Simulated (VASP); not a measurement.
# Cr (Im-3m) in VASP: single point with PBE

Aim: the single point of Cr with PBE.

All numbers are computed with VASP 6.6.1; they aren't measurements. Logs are shortened: lines on timing, memory, paths and dates and some standing lists are left out, and cuts for length are marked.

**1. The cell of the first run**

It takes space group Im-3m (No. 229, cubic). Conventional cell: a = 2.814 Å, b = 2.814 Å, c = 2.814 Å, α = 90.00°, β = 90.00°, γ = 90.00°. Cr (site symmetry m-3m) has 14 Cr at 2.44 to 2.81 Å within 3.2 Å.

**2. Single point, PBE**

Contents of INCAR:

```
PREC = Accurate
ENCUT = 520
EDIFF = 1E-7
ISMEAR = 0
SIGMA = 0.1
LREAL = F
LASPH = T
NELM = 80
ALGO = Fast
ISIF = 2
LWAVE = F
LCHARG = F
GGA = PE
NBANDS = 19
```

Contents of KPOINTS:

```
regular mesh
0
Gamma
  38 38 38
```

Contents of POSCAR:

```
Cr
1.0
    2.8141725599      0.0000000000      0.0000000000
    0.0000000000      2.8141725599      0.0000000000
    0.0000000000      0.0000000000      2.8141725599
Cr
2
Direct
    0.0000000000      0.0000000000      0.0000000000
    0.5000000000      0.5000000000      0.5000000000
```

Potentials or basis: VASP PAW PBE potentials, release 64 (Cr_pv).

The run is started by

```sh
$ cat potpaw_PBE.64/Cr_pv/POTCAR > POTCAR
$ mpirun -np 1 vasp_std > vasp.out
```

OUTCAR:

```text
PREC = Accurate
   ENCUT = 520
   EDIFF = 1E-7
   ISMEAR = 0
   LREAL = F
   LASPH = T
   NELM = 80
   ISIF = 2
   GGA = PE

 ion  position               nearest neighbor table
   1  0.000  0.000  0.000-   2 2.44   2 2.44   2 2.44   2 2.44   2 2.44   2 2.44   2 2.44   2 2.44

   2  0.500  0.500  0.500-   1 2.44   1 2.44   1 2.44   1 2.44   1 2.44   1 2.44   1 2.44   1 2.44

  LATTYP: Found a simple cubic cell.
 ALAT       =     2.8141725599

  Lattice vectors:

 A1 = (   2.8141725599,   0.0000000000,   0.0000000000)
 A2 = (   0.0000000000,   2.8141725599,   0.0000000000)
 A3 = (   0.0000000000,   0.0000000000,   2.8141725599)

Analysis of symmetry for initial positions (statically):
=====================================================================
 Subroutine PRICEL returns following result:

  LATTYP: Found a body centered cubic cell.
 ALAT       =     2.8141725599

  Lattice vectors:

 A1 = (   1.4070862799,   1.4070862800,  -1.4070862799)
 A2 = (  -1.4070862799,   1.4070862799,   1.4070862799)
 A3 = (   1.4070862799,  -1.4070862799,   1.4070862800)

   2 primitive cells build up your supercell.

 Routine SETGRP: Setting up the symmetry group for a
 simple cubic supercell.

 Subroutine GETGRP returns: Found 48 space group operations
 (whereof 48 operations were pure point group operations)
 out of a pool of 48 trial point group operations.

The static configuration has the point symmetry O_h .

Analysis of symmetry for dynamics (positions and initial velocities):
=====================================================================
 Subroutine PRICEL returns following result:

  LATTYP: Found a body centered cubic cell.
 ALAT       =     2.8141725599

  Lattice vectors:

 A1 = (   1.4070862799,   1.4070862800,  -1.4070862799)
 A2 = (  -1.4070862799,   1.4070862799,   1.4070862799)
 A3 = (   1.4070862799,  -1.4070862799,   1.4070862800)

   2 primitive cells build up your supercell.

 Routine SETGRP: Setting up the symmetry group for a
 simple cubic supercell.

 Subroutine GETGRP returns: Found 48 space group operations
 (whereof 48 operations were pure point group operations)
 out of a pool of 48 trial point group operations.

The dynamic configuration has the point symmetry O_h .

 Subroutine INISYM returns: Found 48 space group operations
 (whereof 48 operations are pure point group operations),
 and found     2 'primitive' translations

----------------------------------------------------------------------------------------

                                     Primitive cell

  volume of cell :      11.1435

  direct lattice vectors                    reciprocal lattice vectors
     1.407086280  1.407086280 -1.407086280     0.355344237  0.355344237  0.000000000
    -1.407086280  1.407086280  1.407086280    -0.000000000  0.355344237  0.355344237
     1.407086280 -1.407086280  1.407086280     0.355344237  0.000000000  0.355344237

  length of vectors
     2.437144928  2.437144928  2.437144928     0.502532639  0.502532639  0.502532639

  position of ions in fractional coordinates (direct lattice)
     0.000000000  0.000000000  0.000000000

  ion indices of the primitive-cell ions
   primitive index   ion index
                 1           1

----------------------------------------------------------------------------------------

 KPOINTS: regular mesh

Automatic generation of k-mesh.
 Grid dimensions read from file:
 generate k-points for:   38   38   38

 Generating k-lattice:

  Cartesian coordinates                     Fractional coordinates (reciprocal lattice)
     0.009351164  0.000000000  0.000000000     0.026315789  0.000000000  0.000000000
     0.000000000  0.009351164  0.000000000     0.000000000  0.026315789  0.000000000
     0.000000000  0.000000000  0.009351164     0.000000000  0.000000000  0.026315789

  Length of vectors
     0.009351164  0.009351164  0.009351164

  Shift w.r.t. Gamma in fractional coordinates (k-lattice)
     0.000000000  0.000000000  0.000000000

 Subroutine IBZKPT returns following result:
 ===========================================

 Found   1540 irreducible k-points:

 Following reciprocal coordinates:
            Coordinates               Weight
  0.000000  0.000000  0.000000      1.000000
  0.026316  0.000000  0.000000      6.000000
  0.052632  0.000000  0.000000      6.000000
  0.078947  0.000000  0.000000      6.000000
  0.105263  0.000000  0.000000      6.000000
  0.131579  0.000000  0.000000      6.000000
[... 16 lines left out ...]
  0.078947  0.026316  0.000000     24.000000
  0.105263  0.026316  0.000000     24.000000
 [... further k-points ...]
   k-points           NKPTS =   1540   k-points in BZ     NKDIM =   1540   number of bands    NBANDS=     19
   number of dos      NEDOS =    301   number of ions     NIONS =      2
   total plane-waves  NPLWV =  13824
   dimension x,y,z NGX =    24 NGY =   24 NGZ =   24
   dimension x,y,z NGXF=    48 NGYF=   48 NGZF=   48
   ions per type =               2
   NGX,Y,Z   is equivalent  to a cutoff of  14.18, 14.18, 14.18 a.u.
   NGXF,Y,Z  is equivalent  to a cutoff of  28.36, 28.36, 28.36 a.u.
 SYSTEM =  unknown system
   PREC   = accura    normal or accurate (medium, high low for compatibility)
   ISTART =      0    job   : 0-new  1-cont  2-samecut
   ICHARG =      2    charge: 1-file 2-atom 10-const
   ISPIN  =      1    spin polarized calculation?
   LNONCOLLINEAR =      F non collinear calculations
   LSORBIT =      F    spin-orbit coupling
   LASPH  =      T    aspherical Exc in radial PAW
   ENCUT  =  520.0 eV  38.22 Ry    6.18 a.u.   5.23  5.23  5.23*2*pi/ulx,y,z
   NELM   =     80;   NELMIN=  2; NELMDL= -5     # of ELM steps
   EDIFF  = 0.1E-06   stopping-criterion for ELM
   LREAL  =      F    real-space projection
   EDIFFG = 0.1E-05   stopping-criterion for IOM
   NSW    =      0    number of steps for IOM
   IBRION =     -1    ionic relax: 0-MD 1-quasi-New 2-CG
   NFREE  =      0    steps in history (QN), initial steepest desc. (CG)
   ISIF   =      2    stress and relaxation
   ISYM   =      2    0-nonsym 1-usesym 2-fastsym
   POTIM  = 0.5000    time-step for ionic-motion
   TEBEG  =    0.0;   TEEND  =   0.0 temperature during run
   PSTRESS=    0.0 pullay stress
   NELECT =      24.0000    total number of electrons
   NUPDOWN=      -1.0000    fix difference up-down
   EMIN   =  10.00;   EMAX   =-10.00  energy-range for DOS
   EFERMI =   0.00;   METHOD = LEGACY
   ISMEAR =     0;   SIGMA  =   0.10  broadening in eV -4-tet -1-fermi 0-gaus
   EFERMI_NEDOS =   21; number of points for ismear=-14 and -15
   IALGO  =     68    algorithm
   IMIX   =      4    mixing-type and parameters
     AMIX     =   0.40;   BMIX     =  1.00
     AMIX_MAG =   1.60;   BMIX_MAG =  1.00
  volume/ion in A,a.u.               =      11.14        75.20
  Fermi-wavevector in a.u.,A,eV,Ry     =   1.678010  3.170979 38.310159  2.815717
  Thomas-Fermi vector in A             =   2.762175
   LORBIT       =      0    0 simple, 1 ext, 2 COOP (PROOUT), +10 PAW based schemes
   GGA     = PE    functional components
   LHFCALC =     F    Hartree Fock is set to
   AEXX    =    0.0000 exact exchange contribution
   IVDW    =     0    specifies the selected vdW correction
   LEPSILON=     F    determine dielectric tensor
   LRPA    =     F    only Hartree local field effects (RPA)
 non-spin polarized calculation
 RMM-DIIS sequential band-by-band and
 Gauss-broadening in eV      SIGMA  =   0.10
  energy-cutoff  :      520.00
  volume of cell :       22.29
 maximum number of plane-waves:       624
 NGX is ok and might be reduce to    24
   NGX = 11   NGY = 11   NGZ = 11

 number of electron      24.0000016 magnetization

 Free energy of the ion-electron system (eV)
  ---------------------------------------------------
  ext. energy  EPLUGINS =         0.00000000
  ---------------------------------------------------
  free energy    TOTEN  =       -19.01285717 eV

  energy without entropy =      -19.00616398  energy(sigma->0) =      -19.00951058

 E-fermi :  11.5094     XC(G=0): -13.8838

 val. band max:       11.5089760796   @ k =   0.3684   0.0000   0.0000
 cond. band min:      11.5096594213   @ k =   0.4737   0.1316   0.0789
 fundamental gap:      0.0006833417
 Fermi energy:        11.5093689375

 k-point     1 :       0.0000    0.0000    0.0000
  band No.  band energies     occupation
      1     -31.8837      2.00000
      2     -31.8837      2.00000
      3     -31.8837      2.00000
      4     -31.1838      2.00000
      5     -31.1838      2.00000
      6     -31.1838      2.00000
[... 11 lines left out ...]
     18      22.4357      0.00000
     19      22.4367      0.00000

 k-point     2 :       0.0263    0.0000    0.0000
  band No.  band energies     occupation
      1     -31.8839      2.00000
      2     -31.8825      2.00000
      3     -31.8825      2.00000
      4     -31.1864      2.00000
      5     -31.1849      2.00000
      6     -31.1849      2.00000
[... 11 lines left out ...]
     18      22.3542      0.00000
     19      22.4691      0.00000

 k-point     3 :       0.0526    0.0000    0.0000
  band No.  band energies     occupation
      1     -31.8842      2.00000
      2     -31.8787      2.00000
      3     -31.8787      2.00000
      4     -31.1941      2.00000
      5     -31.1882      2.00000
      6     -31.1882      2.00000
[... 11 lines left out ...]
     18      22.1200      0.00000
     19      22.5820      0.00000

 k-point     4 :       0.0789    0.0000    0.0000
  band No.  band energies     occupation
      1     -31.8847      2.00000
      2     -31.8724      2.00000
      3     -31.8724      2.00000
      4     -31.2068      2.00000
      5     -31.1938      2.00000
      6     -31.1938      2.00000
[... 407 lines left out ...]
     18      22.1515      0.00000
     19      22.5074      0.00000

 k-point    23 :       0.0789    0.0263    0.0000
  band No.  band energies     occupation
      1     -31.8895      2.00000
      2     -31.8712      2.00000
      3     -31.8665      2.00000
      4     -31.2144      2.00000
      5     -31.1949      2.00000
      6     -31.1898      2.00000
[... 11 lines left out ...]
     18      18.6206      0.00000
     19      21.7938      0.00000

 k-point    24 :       0.1053    0.0263    0.0000
  band No.  band energies     occupation
      1     -31.8906      2.00000
      2     -31.8625      2.00000
      3     -31.8572      2.00000
      4     -31.2325      2.00000
      5     -31.2026      2.00000
      6     -31.1968      2.00000
[... 11 lines left out ...]
     18      18.6199      0.00000
     19      21.3451      0.00000

 [... further k-points ...]

------------------------ aborting loop because EDIFF is reached ----------------------------------------

  FORCE on cell =-STRESS in cart. coord.  units (eV):
  Direction    XX          YY          ZZ          XY          YZ          ZX
  --------------------------------------------------------------------------------------
  -------------------------------------------------------------------------------------
  Total        1.3161888      1.3161888      1.3161888     -0.0000000     -0.0000000      0.0000000
  in kB       94.6186205     94.6186205     94.6186205     -0.0000000     -0.0000000      0.0000000
  external PRESSURE =      94.6186205 kB  Pullay stress =       0.0000000 kB

 VOLUME and BASIS-vectors are now :
 -----------------------------------------------------------------------------
  energy-cutoff  :      520.00
  volume of cell :       22.29
      direct lattice vectors                 reciprocal lattice vectors
     2.814172560  0.000000000  0.000000000     0.355344237  0.000000000  0.000000000
     0.000000000  2.814172560  0.000000000     0.000000000  0.355344237  0.000000000
     0.000000000  0.000000000  2.814172560     0.000000000  0.000000000  0.355344237

 POSITION                                       TOTAL-FORCE (eV/Angst)
 -----------------------------------------------------------------------------------
      0.00000      0.00000      0.00000        -0.000000      0.000000     -0.000000
      1.40709      1.40709      1.40709         0.000000     -0.000000      0.000000
 -----------------------------------------------------------------------------------
    total drift:                                0.000000      0.000000     -0.000000

  FREE ENERGIE OF THE ION-ELECTRON SYSTEM (eV)
  ---------------------------------------------------
  free  energy   TOTEN  =       -19.0128571705 eV

  energy  without entropy=      -19.0061639834  energy(sigma->0) =      -19.00951058
```

Wall time 5.6 min (1 thread of Intel Xeon Platinum 8559C (Emerald Rapids), shared host); peak memory 0.59 GiB.

Results:

```yaml
Free_energy: -19.0129 eV
Pressure: 9.5 GPa
Band_gap_on_the_k_mesh: zero (bands 12 and 13 overlap by 1.63 eV)
```

Caveat: the cell stands under pressure; the run has no spin polarisation, though such a crystal can be magnetic. Spin polarisation is off, so any magnetic state and its effect on volume and gap are missing.
